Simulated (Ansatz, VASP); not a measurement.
**Two plane-wave programs on SnSe2**

Contents of INCAR:

```
PREC = Accurate ; ENCUT = 520
EDIFF = 1E-7 ; ISMEAR = 0
SIGMA = 0.05 ; LREAL = F
LASPH = T ; NELM = 100
ALGO = Normal ; ISIF = 2
LWAVE = F ; LCHARG = F
GGA = PE ; IVDW = 12
NBANDS = 64 ; LUSENCCL = F
```

Contents of KPOINTS:

```
Automatic mesh
0
Gamma
  7 5 2
```

POSCAR

```
SnSe2
1.0
    1.9054993908     -3.3004217586      0.0000000000
    0.0000000000      0.0000000000     -6.1370000000
   12.1951961010      5.2806748139      0.0000000000
Sn Se
4 8
Direct
   -0.3500000000      0.0000000000      0.8750000000
    0.4500000000      0.0000000000      0.1250000000
   -0.1500000000      0.0000000000      0.3750000000
    0.2500000000      0.0000000000      0.6250000000
    0.1166666667      0.7500000000      0.9583333333
   -0.0833333333      0.7500000000      0.2083333333
    0.3166666667      0.7500000000      0.4583333333
   -0.2833333333      0.7500000000      0.7083333333
   -0.0166666667      0.2500000000      0.0416666667
    0.3833333333      0.2500000000      0.2916666667
   -0.2166666667      0.2500000000      0.5416666667
    0.1833333333      0.2500000000      0.7916666667
```

Input for Ansatz:

```yaml
crystal:
  lattice:
    - [1.9054993908, -3.3004217586, 0.0]
    - [0.0, 0.0, -6.137]
    - [12.195196101, 5.2806748139, 0.0]
  atoms:
    - { symbol: Sn, position: [-0.35, 0.0, 0.875] }
    - { symbol: Sn, position: [0.45, 0.0, 0.125] }
    - { symbol: Sn, position: [-0.15, 0.0, 0.375] }
    - { symbol: Sn, position: [0.25, 0.0, 0.625] }
    - { symbol: Se, position: [0.1166666667, 0.75, 0.9583333333] }
    - { symbol: Se, position: [-0.0833333333, 0.75, 0.2083333333] }
    - { symbol: Se, position: [0.3166666667, 0.75, 0.4583333333] }
    - { symbol: Se, position: [-0.2833333333, 0.75, 0.7083333333] }
    - { symbol: Se, position: [-0.0166666667, 0.25, 0.0416666667] }
    - { symbol: Se, position: [0.3833333333, 0.25, 0.2916666667] }
    - { symbol: Se, position: [-0.2166666667, 0.25, 0.5416666667] }
    - { symbol: Se, position: [0.1833333333, 0.25, 0.7916666667] }
basis:
  ecutwfc: 420
kpoints:
  mp_grid: { grid: [7, 5, 2] }
hamiltonian:
  xc: pbe
  dispersion: d3bj
scf:
  occupations: { method: gaussian, width: 0.05 }
output:
  forces: true
  stress: true
  eigenvalues: true
  write_density: true
  write_potential: true
  elf: true
  volumetric_format: npy
```

Alike in both runs: task single point; functional PBE; dispersion D3(BJ); k mesh 7 × 5 × 2; occupations gaussian, width 0.05 eV; no spin polarisation.

|  | VASP | Ansatz |
| --- | --- | --- |
| version | VASP 6.6.1 | Ansatz 0.2.0 |
| potentials or method | VASP PAW PBE potentials, release 64 (Sn_d, Se), cutoff 520 eV | scalar-relativistic, plane waves, PAW |
| valence electrons in the cell | 104 | 184 |

VASP gave:

* gap on the k mesh at the Fermi level (eV): none
* pressure (GPa): 3.2
* traceless stress, the component that is largest in VASP (GPa): 2.13
* rms of the force components (eV/Å): 0.437

Task: Which values does Ansatz return?

Result: gap on the k mesh at the Fermi level (eV): none; pressure (GPa): 3.2; traceless stress, the component that is largest in VASP (GPa): 2.13; rms of the force components (eV/Å): 0.432.

Atom by atom the forces differ by 0.007 eV/Å (rms over components). A gap of «none» marks a metal or a gap that the smearing closes. VASP's potentials hold 104 valence electrons a cell and Ansatz's 184, so a difference there can come from the potentials and not from the codes.
